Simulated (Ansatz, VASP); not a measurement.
## NbAs: VASP beside Ansatz

```
CELL_PARAMETERS angstrom
4.91389 0.00000 0.00000
0.00000 4.91389 0.00000
0.00000 0.00000 5.22949
ATOMIC_POSITIONS crystal
Nb 0.50000 0.00000 0.02880
Nb 0.00000 0.50000 0.02880
Nb 0.00000 0.00000 0.34466
As 0.50000 0.00000 0.52224
As 0.00000 0.50000 0.52224
As 0.50000 0.50000 0.89883
```

Alike in both runs: functional PBE; k mesh 3 × 3 × 4; occupations gaussian, width 0.2 eV; no spin polarisation.

Ansatz relaxed the structure, and its values are those at the end. VASP's run is a single point on that final structure, the one shown.

```csv
,VASP,Ansatz
version,VASP 6.6.1,Ansatz 0.2.0
potentials or method,"VASP PAW PBE potentials, release 64 (Nb_sv, As), cutoff 500 eV","scalar-relativistic, plane waves, PAW"
valence electrons in the cell,54,84
```

```tsv
	VASP	Ansatz	Ansatz less VASP
gap on the k mesh at the Fermi level (eV)	none	none	-
pressure (GPa)	0.3	0.3	+0.05
rms of the force components (eV/Å)	0.022	0.020	-0.0018
```

A gap of «none» marks a metal or a gap that the smearing closes. VASP's potentials hold 54 valence electrons a cell and Ansatz's 84, so a difference there can come from the potentials and not from the codes.

The k mesh is coarse, so the values compare programs but aren't converged.
